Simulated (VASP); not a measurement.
# Y3RhAu (Pm-3m) in VASP: single point with PBE

Aim: the single point of Y3RhAu with PBE.

All numbers are computed with VASP 6.6.1; they aren't measurements. Logs are shortened: lines on timing, memory, paths and dates and some standing lists are left out, and cuts for length are marked.

### Step 1. The cell of the first run

The structure is cubic, space group Pm-3m (No. 221). The conventional cell has a = 5.004 Å, b = 5.004 Å, c = 5.004 Å, α = 90.00°, β = 90.00°, γ = 90.00°. Y (site symmetry 4/mmm) has 2 Rh at 2.50 Å within 3.3 Å. Rh (site symmetry m-3m) has 6 Y at 2.50 Å within 3.3 Å. Within 4.6 Å of Au (site symmetry m-3m) lie 12 Y at 3.54 Å and 8 Rh at 4.33 Å.

### Step 2. Single point, PBE

INCAR reads:

```
SYSTEM = Y3RhAu
ALGO     = Normal         ! electronic algorithm
EDIFF    = 1E-7           ! SCF threshold, eV
ENCUT    = 520            ! plane-wave cutoff, eV
GGA      = PE             ! functional
ISIF     = 2              ! what is computed and relaxed
ISMEAR   = 0              ! smearing method
LASPH    = .True.         ! aspherical terms in the spheres
LCHARG   = .False.        ! write CHGCAR
LREAL    = .False.        ! projectors in reciprocal space
LWAVE    = .False.        ! write WAVECAR
NBANDS   = 38             ! bands
NELM     = 100            ! most SCF steps
PREC     = Accurate       ! precision mode
SIGMA    = 0.1            ! smearing width, eV
```

KPOINTS reads:

```
k-points
0
Gamma
  4 4 4
  0 0 0
```

POSCAR reads:

```
Y3RhAu
1.0
    5.0036228300      0.0000000000      0.0000000000
    0.0000000000      5.0036228300      0.0000000000
    0.0000000000      0.0000000000      5.0036228300
Y Rh Au
3 1 1
Direct
    0.5000000000      0.0000000000      0.5000000000
    0.5000000000      0.5000000000      0.0000000000
    0.0000000000      0.5000000000      0.5000000000
    0.5000000000      0.5000000000      0.5000000000
    0.0000000000      0.0000000000      0.0000000000
```

Potentials or basis: VASP PAW PBE potentials, release 64 (Y_sv, Rh_pv, Au).

Run with:

```sh
$ cat potpaw_PBE.64/Y_sv/POTCAR potpaw_PBE.64/Rh_pv/POTCAR potpaw_PBE.64/Au/POTCAR > POTCAR
$ mpirun -np 1 vasp_std > vasp.out
```

OUTCAR:

```text
SYSTEM = Y3RhAu
   EDIFF = 1E-7
   ENCUT = 520
   GGA = PE
   ISIF = 2
   ISMEAR = 0
   LASPH = .True.
   LREAL = .False.
   NELM = 100
   PREC = Accurate

 ion  position               nearest neighbor table
   1  0.500  0.000  0.500-   4 2.50   4 2.50   2 3.54   5 3.54   2 3.54   5 3.54   2 3.54   3 3.54
                             3 3.54   2 3.54   3 3.54   5 3.54   5 3.54   3 3.54
   2  0.500  0.500  0.000-   4 2.50   4 2.50   1 3.54   5 3.54   1 3.54   3 3.54   3 3.54   1 3.54
                             5 3.54   1 3.54   3 3.54   5 3.54   3 3.54   5 3.54
   3  0.000  0.500  0.500-   4 2.50   4 2.50   1 3.54   5 3.54   2 3.54   5 3.54   1 3.54   5 3.54
                             5 3.54   1 3.54   2 3.54   2 3.54   2 3.54   1 3.54
   4  0.500  0.500  0.500-   1 2.50   2 2.50   3 2.50   2 2.50   1 2.50   3 2.50
   5  0.000  0.000  0.000-   1 3.54   2 3.54   3 3.54   1 3.54   3 3.54   2 3.54   3 3.54   3 3.54
                             1 3.54   2 3.54   1 3.54   2 3.54

  LATTYP: Found a simple cubic cell.
 ALAT       =     5.0036228300

  Lattice vectors:

 A1 = (   5.0036228300,   0.0000000000,   0.0000000000)
 A2 = (   0.0000000000,   5.0036228300,   0.0000000000)
 A3 = (   0.0000000000,   0.0000000000,   5.0036228300)

Analysis of symmetry for initial positions (statically):
=====================================================================
 Subroutine PRICEL returns:
 Original cell was already a primitive cell.

 Routine SETGRP: Setting up the symmetry group for a
 simple cubic supercell.

 Subroutine GETGRP returns: Found 48 space group operations
 (whereof 48 operations were pure point group operations)
 out of a pool of 48 trial point group operations.

The static configuration has the point symmetry O_h .

Analysis of symmetry for dynamics (positions and initial velocities):
=====================================================================
 Subroutine PRICEL returns:
 Original cell was already a primitive cell.

 Routine SETGRP: Setting up the symmetry group for a
 simple cubic supercell.

 Subroutine GETGRP returns: Found 48 space group operations
 (whereof 48 operations were pure point group operations)
 out of a pool of 48 trial point group operations.

The dynamic configuration has the point symmetry O_h .

 Subroutine INISYM returns: Found 48 space group operations
 (whereof 48 operations are pure point group operations),
 and found     1 'primitive' translations

----------------------------------------------------------------------------------------

                                     Primitive cell

  volume of cell :     125.2719

  direct lattice vectors                    reciprocal lattice vectors
     5.003622830  0.000000000  0.000000000     0.199855192  0.000000000  0.000000000
     0.000000000  5.003622830  0.000000000     0.000000000  0.199855192  0.000000000
     0.000000000  0.000000000  5.003622830     0.000000000  0.000000000  0.199855192

  length of vectors
     5.003622830  5.003622830  5.003622830     0.199855192  0.199855192  0.199855192

  position of ions in fractional coordinates (direct lattice)
     0.500000000  0.000000000  0.500000000
     0.500000000  0.500000000  0.000000000
     0.000000000  0.500000000  0.500000000
     0.500000000  0.500000000  0.500000000
     0.000000000  0.000000000  0.000000000

  ion indices of the primitive-cell ions
   primitive index   ion index
                 1           1
                 2           2
                 3           3
                 4           4
                 5           5

----------------------------------------------------------------------------------------

 KPOINTS: k-points

Automatic generation of k-mesh.
 Grid dimensions read from file:
 generate k-points for:    4    4    4

 Generating k-lattice:

  Cartesian coordinates                     Fractional coordinates (reciprocal lattice)
     0.049963798  0.000000000  0.000000000     0.250000000  0.000000000  0.000000000
     0.000000000  0.049963798  0.000000000     0.000000000  0.250000000  0.000000000
     0.000000000  0.000000000  0.049963798     0.000000000  0.000000000  0.250000000

  Length of vectors
     0.049963798  0.049963798  0.049963798

  Shift w.r.t. Gamma in fractional coordinates (k-lattice)
     0.000000000  0.000000000  0.000000000

 Subroutine IBZKPT returns following result:
 ===========================================

 Found     10 irreducible k-points:

 Following reciprocal coordinates:
            Coordinates               Weight
  0.000000  0.000000  0.000000      1.000000
  0.250000  0.000000  0.000000      6.000000
  0.500000  0.000000  0.000000      3.000000
  0.250000  0.250000  0.000000     12.000000
  0.500000  0.250000  0.000000     12.000000
  0.500000  0.500000  0.000000      3.000000
  0.250000  0.250000  0.250000      8.000000
  0.500000  0.250000  0.250000     12.000000
  0.500000  0.500000  0.250000      6.000000
  0.500000  0.500000  0.500000      1.000000
   k-points           NKPTS =     10   k-points in BZ     NKDIM =     10   number of bands    NBANDS=     38
   number of dos      NEDOS =    301   number of ions     NIONS =      5
   total plane-waves  NPLWV =  64000
   dimension x,y,z NGX =    40 NGY =   40 NGZ =   40
   dimension x,y,z NGXF=    80 NGYF=   80 NGZF=   80
   ions per type =               3   1   1
   NGX,Y,Z   is equivalent  to a cutoff of  13.29, 13.29, 13.29 a.u.
   NGXF,Y,Z  is equivalent  to a cutoff of  26.58, 26.58, 26.58 a.u.
 SYSTEM =  Y3RhAu
   PREC   = accura    normal or accurate (medium, high low for compatibility)
   ISTART =      0    job   : 0-new  1-cont  2-samecut
   ICHARG =      2    charge: 1-file 2-atom 10-const
   ISPIN  =      1    spin polarized calculation?
   LNONCOLLINEAR =      F non collinear calculations
   LSORBIT =      F    spin-orbit coupling
   LASPH  =      T    aspherical Exc in radial PAW
   ENCUT  =  520.0 eV  38.22 Ry    6.18 a.u.   9.30  9.30  9.30*2*pi/ulx,y,z
   NELM   =    100;   NELMIN=  2; NELMDL= -5     # of ELM steps
   EDIFF  = 0.1E-06   stopping-criterion for ELM
   LREAL  =      F    real-space projection
   EDIFFG = 0.1E-05   stopping-criterion for IOM
   NSW    =      0    number of steps for IOM
   IBRION =     -1    ionic relax: 0-MD 1-quasi-New 2-CG
   NFREE  =      0    steps in history (QN), initial steepest desc. (CG)
   ISIF   =      2    stress and relaxation
   ISYM   =      2    0-nonsym 1-usesym 2-fastsym
   POTIM  = 0.5000    time-step for ionic-motion
   TEBEG  =    0.0;   TEEND  =   0.0 temperature during run
   PSTRESS=    0.0 pullay stress
   NELECT =      59.0000    total number of electrons
   NUPDOWN=      -1.0000    fix difference up-down
   EMIN   =  10.00;   EMAX   =-10.00  energy-range for DOS
   EFERMI =   0.00;   METHOD = LEGACY
   ISMEAR =     0;   SIGMA  =   0.10  broadening in eV -4-tet -1-fermi 0-gaus
   EFERMI_NEDOS =   21; number of points for ismear=-14 and -15
   IALGO  =     38    algorithm
   IMIX   =      4    mixing-type and parameters
     AMIX     =   0.40;   BMIX     =  1.00
     AMIX_MAG =   1.60;   BMIX_MAG =  1.00
  volume/ion in A,a.u.               =      25.05       169.08
  Fermi-wavevector in a.u.,A,eV,Ry     =   1.273721  2.406983 22.073614  1.622365
  Thomas-Fermi vector in A             =   2.406529
   LORBIT       =      0    0 simple, 1 ext, 2 COOP (PROOUT), +10 PAW based schemes
   GGA     = PE    functional components
   LHFCALC =     F    Hartree Fock is set to
   AEXX    =    0.0000 exact exchange contribution
   IVDW    =     0    specifies the selected vdW correction
   LEPSILON=     F    determine dielectric tensor
   LRPA    =     F    only Hartree local field effects (RPA)
 non-spin polarized calculation
 Gauss-broadening in eV      SIGMA  =   0.10
  energy-cutoff  :      520.00
  volume of cell :      125.27
 maximum number of plane-waves:      3407
 NGX is ok and might be reduce to    40
   NGX = 19   NGY = 19   NGZ = 19

 number of electron      58.9999997 magnetization

 Free energy of the ion-electron system (eV)
  ---------------------------------------------------
  ext. energy  EPLUGINS =         0.00000000
  ---------------------------------------------------
  free energy    TOTEN  =       -30.64244384 eV

  energy without entropy =      -30.61285623  energy(sigma->0) =      -30.62765004

 E-fermi :   5.2446     XC(G=0): -10.3626

 val. band max:        5.2347538598   @ k =   0.5000   0.5000   0.5000
 cond. band min:       5.2460783770   @ k =   0.5000   0.5000   0.2500
 fundamental gap:      0.0113245172
 Fermi energy:         5.2446297150

 k-point     1 :       0.0000    0.0000    0.0000
  band No.  band energies     occupation
      1     -41.9476      2.00000
      2     -41.9476      2.00000
      3     -41.9476      2.00000
      4     -37.7133      2.00000
      5     -37.6395      2.00000
      6     -37.6395      2.00000
[... 30 lines left out ...]
     37       8.6577      0.00000
     38       8.6577      0.00000

 k-point     2 :       0.2500    0.0000    0.0000
  band No.  band energies     occupation
      1     -41.9601      2.00000
      2     -41.9475      2.00000
      3     -41.9475      2.00000
      4     -37.6988      2.00000
      5     -37.6395      2.00000
      6     -37.6286      2.00000
[... 30 lines left out ...]
     37       8.6588      0.00000
     38       8.8709      0.00000

 k-point     3 :       0.5000    0.0000    0.0000
  band No.  band energies     occupation
      1     -41.9726      2.00000
      2     -41.9475      2.00000
      3     -41.9475      2.00000
      4     -37.6887      2.00000
      5     -37.6394      2.00000
      6     -37.6133      2.00000
[... 30 lines left out ...]
     37       7.8614      0.00000
[... 207 lines left out ...]
 k-point     9 :       0.5000    0.5000    0.2500
  band No.  band energies     occupation
      1     -41.9724      2.00000
      2     -41.9724      2.00000
      3     -41.9599      2.00000
      4     -37.6384      2.00000
      5     -37.6130      2.00000
      6     -37.6130      2.00000
[... 30 lines left out ...]
     37       8.1318      0.00000
     38       8.1322      0.00000

 k-point    10 :       0.5000    0.5000    0.5000
  band No.  band energies     occupation
      1     -41.9724      2.00000
      2     -41.9724      2.00000
      3     -41.9724      2.00000
      4     -37.6129      2.00000
      5     -37.6129      2.00000
      6     -37.6129      2.00000
[... 30 lines left out ...]
     37       7.6749      0.00000
     38       7.6749      0.00000

------------------------ aborting loop because EDIFF is reached ----------------------------------------

  FORCE on cell =-STRESS in cart. coord.  units (eV):
  Direction    XX          YY          ZZ          XY          YZ          ZX
  --------------------------------------------------------------------------------------
  -------------------------------------------------------------------------------------
  Total       10.2184174     10.2184174     10.2184174      0.0000000     -0.0000000      0.0000000
  in kB      130.6894479    130.6894479    130.6894479      0.0000000     -0.0000000      0.0000000
  external PRESSURE =     130.6894479 kB  Pullay stress =       0.0000000 kB

 VOLUME and BASIS-vectors are now :
 -----------------------------------------------------------------------------
  energy-cutoff  :      520.00
  volume of cell :      125.27
      direct lattice vectors                 reciprocal lattice vectors
     5.003622830  0.000000000  0.000000000     0.199855192  0.000000000  0.000000000
     0.000000000  5.003622830  0.000000000     0.000000000  0.199855192  0.000000000
     0.000000000  0.000000000  5.003622830     0.000000000  0.000000000  0.199855192

 POSITION                                       TOTAL-FORCE (eV/Angst)
 -----------------------------------------------------------------------------------
      2.50181      0.00000      2.50181         0.000000      0.000000      0.000000
      2.50181      2.50181      0.00000         0.000000      0.000000      0.000000
      0.00000      2.50181      2.50181         0.000000      0.000000      0.000000
      2.50181      2.50181      2.50181         0.000000      0.000000      0.000000
      0.00000      0.00000      0.00000         0.000000      0.000000      0.000000
 -----------------------------------------------------------------------------------
    total drift:                                0.000000      0.000000     -0.000000

  FREE ENERGIE OF THE ION-ELECTRON SYSTEM (eV)
  ---------------------------------------------------
  free  energy   TOTEN  =       -30.6424438418 eV

  energy  without entropy=      -30.6128562321  energy(sigma->0) =      -30.62765004
```

It took 47 s on 1 thread of AMD EPYC 7R13 (Zen 3), shared host; peak memory 0.24 GiB.

What came out:

```
Free energy : -30.6424 eV
Pressure    : 13.1 GPa
```

Levels at points of the mesh, in eV from the Fermi level:
| k point | band 27 | band 28 | band 29 | band 30 | band 31 | band 32 |
| --- | --- | --- | --- | --- | --- | --- |
| (0.00, 0.00, 0.00) | -3.49 | 0.03 | 0.03 | 1.22 | 1.22 | 1.22 |
| (0.50, 0.00, 0.00) | -2.75 | -1.16 | 0.56 | 0.56 | 0.63 | 0.63 |
| (0.50, 0.50, 0.00) | -2.30 | -2.30 | -1.03 | -0.44 | -0.41 | 0.04 |
| (0.50, 0.50, 0.50) | -1.59 | -1.59 | -1.59 | -0.01 | 0.34 | 0.34 |

Caveat: spin-orbit coupling is left out, which moves the levels of the heavy elements.
